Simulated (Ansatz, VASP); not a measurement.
**One calculation of WS2, two programs**

The input INCAR:

```
PREC = Accurate ; ENCUT = 520
EDIFF = 1E-6 ; ISMEAR = -1
SIGMA = 0.02 ; LREAL = F
LASPH = T ; NELM = 60
ALGO = Normal ; ISIF = 2
LWAVE = F ; LCHARG = F
GGA = PE ; NBANDS = 20
```

The input KPOINTS:

```
regular mesh
0
Gamma
  8 8 8
```

Contents of POSCAR:

```
WS2
1.0
    0.0000000000      2.9311595609      2.9311595609
    2.9311595609      0.0000000000      2.9311595609
    2.9311595609      2.9311595609      0.0000000000
W S
1 2
Direct
    0.0000000000      0.0000000000      0.0000000000
    0.2500000000      0.2500000000      0.2500000000
    0.7500000000      0.7500000000      0.7500000000
```

Input for Ansatz:

```yaml
crystal:
  lattice:
    - [0.0, 2.9311595609, 2.9311595609]
    - [2.9311595609, 0.0, 2.9311595609]
    - [2.9311595609, 2.9311595609, 0.0]
  atoms:
    - { symbol: W, position: [0.0, 0.0, 0.0] }
    - { symbol: S, position: [0.25, 0.25, 0.25] }
    - { symbol: S, position: [0.75, 0.75, 0.75] }
kpoints:
  mp_grid: { grid: [8, 8, 8] }
  band_path:
    path:
      - [[0.0, 0.0, 0.0], [0.5, -1.955640222909e-35, 0.5], [0.625, 0.25, 0.625]]
      - [[0.375, 0.375, 0.75], [0.0, 0.0, 0.0], [0.5, 0.5, 0.5], [0.5, 0.25, 0.75], [0.5, -1.955640222909e-35, 0.5]]
    npoints: 10
hamiltonian:
  xc: pbe
scf:
  occupations: { method: fermi_dirac, width: 0.02 }
  n_extra_bands: 4
output:
  forces: true
  stress: true
  eigenvalues: true
  write_density: true
  write_potential: true
  elf: true
  volumetric_format: npy
```

Alike in both runs: task single point; functional PBE; k mesh 8 × 8 × 8; occupations fermi-dirac, width 0.02 eV; no spin polarisation.

```csv
,VASP,Ansatz
version,VASP 6.6.1,Ansatz 0.2.0
potentials or method,"VASP PAW PBE potentials, release 64 (W_sv, S)","plane waves, PAW"
plane-wave cutoff (eV),520,420
valence electrons in the cell,26,26
```

|  | VASP | Ansatz | Ansatz less VASP |
| --- | --- | --- | --- |
| pressure (GPa) | 1.1 | 1.0 | -0.11 |

Neither program's run includes spin-orbit coupling.
